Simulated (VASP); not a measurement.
# Ta2C (P-3m1) in VASP: a series of runs, part 2 of 2

VASP 6.6.1.

### 4 Vibrations by perturbation theory, PBEsol (13.34 Å³/atom)

This run uses another cell than the first one, of 13.34 Å³/atom.

The input, INCAR:

```
PREC = Accurate
ENCUT = 520
EDIFF = 1E-8
ISMEAR = -1
SIGMA = 0.15
LREAL = F
LASPH = T
NELM = 60
ALGO = Fast
ISIF = 2
LWAVE = F
LCHARG = F
GGA = PS
IBRION = 8
NSW = 1
```

The input, KPOINTS:

```
Automatic mesh
0
Gamma
  18 18 8
```

The input, POSCAR:

```
Ta2C
1.0
    3.0748326118      0.0000000000      0.0000000000
   -1.5374163059      2.6628831542      0.0000000000
    0.0000000000      0.0000000000      4.8880244757
Ta C
2 1
Direct
    0.3333333333      0.6666666667      0.2539410782
    0.6666666667      0.3333333333      0.7460589218
    0.0000000000      0.0000000000      0.0000000000
```

Potentials or basis: VASP PAW PBE potentials, release 64 (Ta_pv, C).

The run is started by

```bash
$ cat potpaw_PBE.64/Ta_pv/POTCAR potpaw_PBE.64/C/POTCAR > POTCAR
$ mpirun -np 1 vasp_std > vasp.out
```

OUTCAR:

```text
PREC = Accurate
   ENCUT = 520
   EDIFF = 1E-8
   ISMEAR = -1
   LREAL = F
   LASPH = T
   NELM = 60
   ISIF = 2
   GGA = PS
   IBRION = 8
   NSW = 1

 ion  position               nearest neighbor table
   1  0.333  0.667  0.254-   3 2.17   3 2.17   3 2.17   2 2.99   2 2.99   2 2.99   2 3.05   2 3.05
                             2 3.05
   2  0.667  0.333  0.746-   3 2.17   3 2.17   3 2.17   1 2.99   1 2.99   1 2.99   1 3.05   1 3.05
                             1 3.05
   3  0.000  0.000  0.000-   1 2.17   2 2.17   1 2.17   2 2.17   2 2.17   1 2.17

  LATTYP: Found a hexagonal cell.
 ALAT       =     3.0748326118
 C/A-ratio  =     1.5896879905

  Lattice vectors:

 A1 = (   3.0748326118,   0.0000000000,   0.0000000000)
 A2 = (  -1.5374163059,   2.6628831542,   0.0000000000)
 A3 = (   0.0000000000,   0.0000000000,   4.8880244757)

Analysis of symmetry for initial positions (statically):
=====================================================================
 Subroutine PRICEL returns:
 Original cell was already a primitive cell.

 Routine SETGRP: Setting up the symmetry group for a
 hexagonal supercell.

 Subroutine GETGRP returns: Found 12 space group operations
 (whereof 12 operations were pure point group operations)
 out of a pool of 24 trial point group operations.

The static configuration has the point symmetry D_3d.

Analysis of symmetry for dynamics (positions and initial velocities):
[... 685 lines left out ...]

[... ionic steps 2 to 9 ...]

--------------------------------------- Ionic step       10  -------------------------------------------

------------------------ aborting loop because EDIFF is reached ----------------------------------------

[... ionic steps 11 to 11 ...]

--------------------------------------- Ionic step       12  -------------------------------------------

 Free energy of the ion-electron system (eV)
  ---------------------------------------------------
  ---------------------------------------------------
  free energy    TOTEN  =        -0.13105311 eV

  energy without entropy =       -0.13105311

------------------------ aborting loop because EDIFF is reached ----------------------------------------

 INTERNAL STRAIN TENSOR  FOR ION    3  DIRECTION 3   (eV/Angst):
 -----------------------------------------------------------------------------
     0.01185  0.00000  0.00000
     0.00000  0.01185 -0.00000
     0.00000  0.00000 -0.01969

 INTERNAL STRAIN TENSOR FOR ION    3 for displacements in x,y,z  (eV/Angst):
          X           Y           Z          XY          YZ          ZX
  --------------------------------------------------------------------------------
  x     0.00000     0.00000     0.00000     0.00000     0.00000     0.00000
  y     0.00000     0.00000     0.00000     0.00000     0.00000     0.00000
  z     0.00000     0.00000     0.00000     0.00000     0.00000     0.00000

 SECOND DERIVATIVES (NOT SYMMETRIZED)
 ------------------------------------
               1X          1Y          1Z          2X          2Y          2Z          3X          3Y          3Z
  1X   -10.919304    0.000000    0.000000    0.927421    0.000000    0.000000    9.991884    0.000000    0.000000
  1Y     0.000000  -10.919304    0.000000    0.000000    0.927421    0.000000    0.000000    9.991884    0.000000
  1Z     0.000000    0.000000  -21.551628    0.000000   -0.000000   12.038483    0.000000    0.000000    9.513145
  2X     0.927421    0.000000    0.000000  -10.919304    0.000000    0.000000    9.991884    0.000000    0.000000
  2Y     0.000000    0.927421    0.000000    0.000000  -10.919304    0.000000    0.000000    9.991884    0.000000
  2Z     0.000000   -0.000000   12.038483    0.000000    0.000000  -21.551628    0.000000    0.000000    9.513145
  3X     9.992519    0.000000    0.000000    9.992519    0.000000    0.000000  -19.985039    0.000000    0.000000
  3Y     0.000000    9.992519    0.000000    0.000000    9.992519    0.000000    0.000000  -19.985039    0.000000
  3Z     0.000000    0.000000    9.515975    0.000000    0.000000    9.515975   -0.000000   -0.000000  -19.031949

 Eigenvectors and eigenvalues of the dynamical matrix
 ----------------------------------------------------

   1 f  =   20.497604 THz   128.790246 2PiTHz  683.726481 cm-1    84.771241 meV
             X         Y         Z           dx          dy          dz
     -0.000000  1.775255  1.241270     0.126730    0.000000    0.000000
      1.537416  0.887628  3.646754     0.126730   -0.000000   -0.000000
      0.000000  0.000000  0.000000    -0.983808    0.000000   -0.000000
[... 43 lines left out ...]
   9 f/i=    0.000524 THz     0.003295 2PiTHz    0.017493 cm-1     0.002169 meV
             X         Y         Z           dx          dy          dz
     -0.000000  1.775255  1.241270    -0.000000    0.000000    0.695660
      1.537416  0.887628  3.646754    -0.000000    0.000000    0.695660
      0.000000  0.000000  0.000000    -0.000000    0.000000    0.179203

--------------------------------------------------------------------------------------------------------

 ELASTIC MODULI CONTR FROM IONIC RELAXATION (kBar)
 Direction    XX          YY          ZZ          XY          YZ          ZX
 --------------------------------------------------------------------------------
 XX        -159.0405   -157.5112   -207.5894     -0.0000     18.1897      0.0000
 YY        -157.5112   -159.0405   -207.5894     -0.0000    -18.1897      0.0000
 ZZ        -207.5894   -207.5894   -272.2676     -0.0000      0.0000      0.0000
 XY          -0.0000     -0.0000     -0.0000     -0.7646     -0.0000     20.7396
 YZ          18.1897    -18.1897      0.0000     -0.0000   -432.7142      0.0000
 ZX           0.0000      0.0000      0.0000     20.7396      0.0000   -562.5328
 --------------------------------------------------------------------------------
```

OSZICAR:

```text
N       E                     dE             d eps       ncg     rms          rms(c)
DAV:   1     0.193369543535E+03    0.19337E+03   -0.15443E+04  9052   0.161E+03
DAV:   2    -0.337032150308E+02   -0.22707E+03   -0.22464E+03 10742   0.420E+02
DAV:   3    -0.405534305750E+02   -0.68502E+01   -0.67571E+01 12317   0.648E+01
[... 116 lines left out ...]
RMM:  12    -0.131053049733E+00   -0.25777E-07   -0.15884E-07 19429   0.686E-04    0.115E-05
RMM:  13    -0.131053113833E+00   -0.64099E-07   -0.28629E-07 19701   0.675E-04    0.113E-06
RMM:  14    -0.131053109774E+00    0.40582E-08   -0.17752E-07 20400   0.670E-04    0.478E-07
RMM:  15    -0.131053108588E+00    0.11863E-08   -0.27722E-07 20059   0.670E-04    0.301E-07
RMM:  16    -0.131053109100E+00   -0.51152E-09   -0.22155E-07 20441   0.669E-04    0.156E-07
RMM:  17    -0.131053108889E+00    0.21040E-09   -0.25086E-07 20342   0.669E-04    0.580E-08
 Linear response finished
```

stdout:

```text
POSCAR found type information on POSCAR TaC
 POSCAR found :  2 types and       3 ions
 scaLAPACK will be used
 -----------------------------------------------------------------------------
|                                                                             |
|                                                                             |
|     You enforced a specific xc type in the INCAR file but a different       |
|     I HOPE YOU KNOW WHAT YOU ARE DOING!                                     |
|                                                                             |
 -----------------------------------------------------------------------------

 LDA part: xc-table for (Slater+PW92), standard interpolation
 POSCAR, INCAR and KPOINTS ok, starting setup
 FFT: planning ... GRIDC
 FFT: planning ... GRID_SOFT
 FFT: planning ... GRID
 WAVECAR not read
 entering main loop
 Linear response reoptimize wavefunctions to high precision
 Linear response DOF=           4
 Linear response progress:
 first order change of Fermi-energy  -0.36288E-05
 force on displaced ion       1 direction 1 : -10.919  -0.001   0.000
 Linear response progress:
 first order change of Fermi-energy   0.53238E+00
 force on displaced ion       1 direction 3 :  -0.000  -0.000 -21.552
 Linear response progress:
 first order change of Fermi-energy   0.33314E-04
 force on displaced ion       3 direction 1 : -19.985   0.000   0.000
 Linear response progress:
 first order change of Fermi-energy   0.47865E-04
 force on displaced ion       3 direction 3 :  -0.000  -0.000 -19.032
 Linear response finished
```

Run time: 1.7 h. Hardware: 1 thread of Oxide Virtual Turin-like, shared host; peak memory 1.6 GiB.

What came out:

```yaml
Highest_phonon_frequency_at_Γ: 684 cm⁻¹
```

Phonon frequencies in cm⁻¹ (negative: imaginary):
| q point | frequencies |
| --- | --- |
| (0.000, 0.000, 0.000) | 0 0 0 133 133 225 667 684 684 |

Caveat: the cell stands under pressure or tension, which shifts response properties; the PAW data sets were made with another functional, which shifts forces and pressure a little; spin-orbit coupling is left out, which moves the levels of the heavy elements.
